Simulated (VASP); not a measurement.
# CdAu (Pm-3m) in VASP: single point with LDA

Aim: the single point of CdAu with LDA.

All numbers are computed with VASP 6.6.1; they aren't measurements. Logs are shortened: lines on timing, memory, paths and dates and some standing lists are left out, and cuts for length are marked.

## (1) The cell of the first run

Symmetry: Pm-3m, No. 221, cubic system. Conventional cell: a = 3.320 Å, b = 3.320 Å, c = 3.320 Å, α = 90.00°, β = 90.00°, γ = 90.00°. Within 3.8 Å of Cd (site symmetry m-3m) lie 8 Au at 2.88 Å and 6 Cd at 3.32 Å. Within 3.8 Å of Au (site symmetry m-3m) lie 8 Cd at 2.88 Å and 6 Au at 3.32 Å.

## (2) Single point, LDA

INCAR reads:

```
SYSTEM = CdAu
PREC = Accurate ; ENCUT = 500
EDIFF = 1E-6 ; ISMEAR = -1
SIGMA = 0.15 ; LREAL = .FALSE.
LASPH = .TRUE. ; NELM = 120
ALGO = Normal ; ISIF = 2
LWAVE = .FALSE. ; LCHARG = .TRUE.
GGA = CA ; LELF = .TRUE.
LVHAR = .TRUE. ; NBANDS = 18
GGA_COMPAT = .FALSE.
```

KPOINTS reads:

```
Automatic mesh
0
G
  8 8 8
  0 0 0
```

POSCAR reads:

```
CdAu
1.0
    3.3200000000      0.0000000000      0.0000000000
    0.0000000000      3.3200000000      0.0000000000
    0.0000000000      0.0000000000      3.3200000000
Cd Au
1 1
Direct
    0.5000000000      0.5000000000      0.5000000000
    0.0000000000      0.0000000000      0.0000000000
```

Potentials or basis: VASP PAW LDA potentials, release 64 (Cd, Au).

Launch:

```bash
> cat potpaw_LDA.64/Cd/POTCAR potpaw_LDA.64/Au/POTCAR > POTCAR
> mpirun -np 1 vasp_std > vasp.out
```

OUTCAR:

```text
SYSTEM = CdAu
   PREC = Accurate
   ENCUT = 500
   EDIFF = 1E-6
   ISMEAR = -1
   LREAL = .FALSE.
   LASPH = .TRUE.
   NELM = 120
   ISIF = 2
   GGA = CA

 ion  position               nearest neighbor table
   1  0.500  0.500  0.500-   2 2.88   2 2.88   2 2.88   2 2.88   2 2.88   2 2.88   2 2.88   2 2.88

   2  0.000  0.000  0.000-   1 2.88   1 2.88   1 2.88   1 2.88   1 2.88   1 2.88   1 2.88   1 2.88

  LATTYP: Found a simple cubic cell.
 ALAT       =     3.3200000000

  Lattice vectors:

 A1 = (   3.3200000000,   0.0000000000,   0.0000000000)
 A2 = (   0.0000000000,   3.3200000000,   0.0000000000)
 A3 = (   0.0000000000,   0.0000000000,   3.3200000000)

Analysis of symmetry for initial positions (statically):
=====================================================================
 Subroutine PRICEL returns:
 Original cell was already a primitive cell.

 Routine SETGRP: Setting up the symmetry group for a
 simple cubic supercell.

 Subroutine GETGRP returns: Found 48 space group operations
 (whereof 48 operations were pure point group operations)
 out of a pool of 48 trial point group operations.

The static configuration has the point symmetry O_h .

Analysis of symmetry for dynamics (positions and initial velocities):
=====================================================================
 Subroutine PRICEL returns:
 Original cell was already a primitive cell.

 Routine SETGRP: Setting up the symmetry group for a
 simple cubic supercell.

 Subroutine GETGRP returns: Found 48 space group operations
 (whereof 48 operations were pure point group operations)
 out of a pool of 48 trial point group operations.

The dynamic configuration has the point symmetry O_h .

 Subroutine INISYM returns: Found 48 space group operations
 (whereof 48 operations are pure point group operations),
 and found     1 'primitive' translations

----------------------------------------------------------------------------------------

                                     Primitive cell

  volume of cell :      36.5944

  direct lattice vectors                    reciprocal lattice vectors
     3.320000000  0.000000000  0.000000000     0.301204819  0.000000000  0.000000000
     0.000000000  3.320000000  0.000000000     0.000000000  0.301204819  0.000000000
     0.000000000  0.000000000  3.320000000     0.000000000  0.000000000  0.301204819

  length of vectors
     3.320000000  3.320000000  3.320000000     0.301204819  0.301204819  0.301204819

  position of ions in fractional coordinates (direct lattice)
     0.500000000  0.500000000  0.500000000
     0.000000000  0.000000000  0.000000000

  ion indices of the primitive-cell ions
   primitive index   ion index
                 1           1
                 2           2

----------------------------------------------------------------------------------------

 KPOINTS: Automatic mesh

Automatic generation of k-mesh.
 Grid dimensions read from file:
 generate k-points for:    8    8    8

 Generating k-lattice:

  Cartesian coordinates                     Fractional coordinates (reciprocal lattice)
     0.037650602  0.000000000  0.000000000     0.125000000  0.000000000  0.000000000
     0.000000000  0.037650602  0.000000000     0.000000000  0.125000000  0.000000000
     0.000000000  0.000000000  0.037650602     0.000000000  0.000000000  0.125000000

  Length of vectors
     0.037650602  0.037650602  0.037650602

  Shift w.r.t. Gamma in fractional coordinates (k-lattice)
     0.000000000  0.000000000  0.000000000

 Subroutine IBZKPT returns following result:
 ===========================================

 Found     35 irreducible k-points:

 Following reciprocal coordinates:
            Coordinates               Weight
  0.000000  0.000000  0.000000      1.000000
  0.125000  0.000000  0.000000      6.000000
  0.250000  0.000000  0.000000      6.000000
  0.375000  0.000000  0.000000      6.000000
  0.500000  0.000000  0.000000      3.000000
  0.125000  0.125000  0.000000     12.000000
[... 16 lines left out ...]
  0.375000  0.375000  0.125000     24.000000
  0.500000  0.375000  0.125000     24.000000
 [... further k-points ...]
   k-points           NKPTS =     35   k-points in BZ     NKDIM =     35   number of bands    NBANDS=     18
   number of dos      NEDOS =    301   number of ions     NIONS =      2
   total plane-waves  NPLWV =  13824
   dimension x,y,z NGX =    24 NGY =   24 NGZ =   24
   dimension x,y,z NGXF=    48 NGYF=   48 NGZF=   48
   ions per type =               1   1
   NGX,Y,Z   is equivalent  to a cutoff of  12.02, 12.02, 12.02 a.u.
   NGXF,Y,Z  is equivalent  to a cutoff of  24.04, 24.04, 24.04 a.u.
 SYSTEM =  CdAu
   PREC   = accura    normal or accurate (medium, high low for compatibility)
   ISTART =      0    job   : 0-new  1-cont  2-samecut
   ICHARG =      2    charge: 1-file 2-atom 10-const
   ISPIN  =      1    spin polarized calculation?
   LNONCOLLINEAR =      F non collinear calculations
   LSORBIT =      F    spin-orbit coupling
   LASPH  =      T    aspherical Exc in radial PAW
   ENCUT  =  500.0 eV  36.75 Ry    6.06 a.u.   6.05  6.05  6.05*2*pi/ulx,y,z
   NELM   =    120;   NELMIN=  2; NELMDL= -5     # of ELM steps
   EDIFF  = 0.1E-05   stopping-criterion for ELM
   LREAL  =      F    real-space projection
   EDIFFG = 0.1E-04   stopping-criterion for IOM
   NSW    =      0    number of steps for IOM
   IBRION =     -1    ionic relax: 0-MD 1-quasi-New 2-CG
   NFREE  =      0    steps in history (QN), initial steepest desc. (CG)
   ISIF   =      2    stress and relaxation
   ISYM   =      2    0-nonsym 1-usesym 2-fastsym
   POTIM  = 0.5000    time-step for ionic-motion
   TEBEG  =    0.0;   TEEND  =   0.0 temperature during run
   PSTRESS=    0.0 pullay stress
   NELECT =      23.0000    total number of electrons
   NUPDOWN=      -1.0000    fix difference up-down
   EMIN   =  10.00;   EMAX   =-10.00  energy-range for DOS
   EFERMI =   0.00;   METHOD = LEGACY
   ISMEAR =    -1;   SIGMA  =   0.15  broadening in eV -4-tet -1-fermi 0-gaus
   EFERMI_NEDOS =   21; number of points for ismear=-14 and -15
   IALGO  =     38    algorithm
   IMIX   =      4    mixing-type and parameters
     AMIX     =   0.40;   BMIX     =  1.00
     AMIX_MAG =   1.60;   BMIX_MAG =  1.00
  volume/ion in A,a.u.               =      18.30       123.48
  Fermi-wavevector in a.u.,A,eV,Ry     =   1.402316  2.649994 26.755740  1.966491
  Thomas-Fermi vector in A             =   2.525090
   LORBIT       =      0    0 simple, 1 ext, 2 COOP (PROOUT), +10 PAW based schemes
   GGA     = CA    functional components
   LHFCALC =     F    Hartree Fock is set to
   AEXX    =    0.0000 exact exchange contribution
   IVDW    =     0    specifies the selected vdW correction
   LEPSILON=     F    determine dielectric tensor
   LRPA    =     F    only Hartree local field effects (RPA)
 non-spin polarized calculation
  energy-cutoff  :      500.00
  volume of cell :       36.59
 maximum number of plane-waves:       952
   NGX = 13   NGY = 13   NGZ = 13

 number of electron      22.9999996 magnetization

 Free energy of the ion-electron system (eV)
  ---------------------------------------------------
  ext. energy  EPLUGINS =         0.00000000
  ---------------------------------------------------
  free energy    TOTEN  =        -6.32227642 eV

  energy without entropy =       -6.28687588  energy(sigma->0) =       -6.30457615

 E-fermi :   6.1442     XC(G=0): -12.4310

 val. band max:        6.0034687104   @ k =   0.5000   0.3750   0.2500
 cond. band min:       6.2820704284   @ k =   0.3750   0.3750   0.1250
 fundamental gap:      0.2786017180
 Fermi energy:         6.1441890748

 k-point     1 :       0.0000    0.0000    0.0000
  band No.  band energies     occupation
      1      -3.6286      2.00000
      2      -3.3128      2.00000
      3      -3.3128      2.00000
      4      -2.5519      2.00000
      5      -2.5519      2.00000
      6      -2.5519      2.00000
[... 10 lines left out ...]
     17      18.1843      0.00000
     18      22.5004      0.00000

 k-point     2 :       0.1250    0.0000    0.0000
  band No.  band energies     occupation
      1      -3.3828      2.00000
      2      -3.2724      2.00000
      3      -3.2138      2.00000
      4      -2.5688      2.00000
      5      -2.5688      2.00000
      6      -2.5296      2.00000
[... 10 lines left out ...]
     17      19.2452      0.00000
     18      22.1046      0.00000

 k-point     3 :       0.2500    0.0000    0.0000
  band No.  band energies     occupation
      1      -3.1709      2.00000
      2      -3.0568      2.00000
      3      -2.6087      2.00000
      4      -2.6087      2.00000
      5      -2.5812      2.00000
      6      -2.4744      2.00000
[... 10 lines left out ...]
     17      21.3383      0.00000
     18      21.4763      0.00000

 k-point     4 :       0.3750    0.0000    0.0000
  band No.  band energies     occupation
      1      -3.0629      2.00000
      2      -2.8485      2.00000
      3      -2.6475      2.00000
      4      -2.6475      2.00000
      5      -2.4176      2.00000
      6      -1.4701      2.00000
[... 375 lines left out ...]
      4      -2.7253      2.00000
      5      -2.4604      2.00000
      6       0.3691      2.00000
[... 10 lines left out ...]
     17      19.0957      0.00000
     18      20.2378      0.00000

 k-point    23 :       0.3750    0.3750    0.1250
  band No.  band energies     occupation
      1      -3.2989      2.00000
      2      -2.9194      2.00000
      3      -2.8829      2.00000
      4      -2.8191      2.00000
      5      -2.3043      2.00000
      6       0.0887      2.00000
[... 10 lines left out ...]
     17      17.4890      0.00000
     18      19.0942      0.00000

 k-point    24 :       0.5000    0.3750    0.1250
  band No.  band energies     occupation
      1      -3.3683      2.00000
      2      -2.9296      2.00000
      3      -2.9033      2.00000
      4      -2.8725      2.00000
      5      -2.2092      2.00000
      6       0.2016      2.00000
[... 10 lines left out ...]
     17      17.7902      0.00000
     18      18.6234      0.00000

 [... further k-points ...]

------------------------ aborting loop because EDIFF is reached ----------------------------------------

  FORCE on cell =-STRESS in cart. coord.  units (eV):
  Direction    XX          YY          ZZ          XY          YZ          ZX
  --------------------------------------------------------------------------------------
  -------------------------------------------------------------------------------------
  Total       -0.7762691     -0.7762691     -0.7762691     -0.0000000      0.0000000      0.0000000
  in kB      -33.9866712    -33.9866712    -33.9866712     -0.0000000      0.0000000      0.0000000
  external PRESSURE =     -33.9866712 kB  Pullay stress =       0.0000000 kB

 VOLUME and BASIS-vectors are now :
 -----------------------------------------------------------------------------
  energy-cutoff  :      500.00
  volume of cell :       36.59
      direct lattice vectors                 reciprocal lattice vectors
     3.320000000  0.000000000  0.000000000     0.301204819  0.000000000  0.000000000
     0.000000000  3.320000000  0.000000000     0.000000000  0.301204819  0.000000000
     0.000000000  0.000000000  3.320000000     0.000000000  0.000000000  0.301204819

 POSITION                                       TOTAL-FORCE (eV/Angst)
 -----------------------------------------------------------------------------------
      1.66000      1.66000      1.66000         0.000000      0.000000      0.000000
      0.00000      0.00000      0.00000         0.000000      0.000000      0.000000
 -----------------------------------------------------------------------------------
    total drift:                                0.000000      0.000000     -0.000000

  FREE ENERGIE OF THE ION-ELECTRON SYSTEM (eV)
  ---------------------------------------------------
  free  energy   TOTEN  =        -6.3222764165 eV

  energy  without entropy=       -6.2868758785  energy(sigma->0) =       -6.30457615
```

Run time: 7.1 s. Hardware: 1 thread of Intel Xeon Platinum 8375C at 2.90GHz (Ice Lake), shared host; peak memory 0.14 GiB.

What came out:

```yaml
Free_energy: -6.3223 eV
Pressure: -3.4 GPa
Band_gap_on_the_k_mesh: zero (an odd number of electrons rules out a gap without spin polarisation)
```

Caveat: the cell stands under tension; spin-orbit coupling is left out, which moves the levels of the heavy elements.

The gap in the log of VASP goes by the Fermi energy; the results here count the filled bands.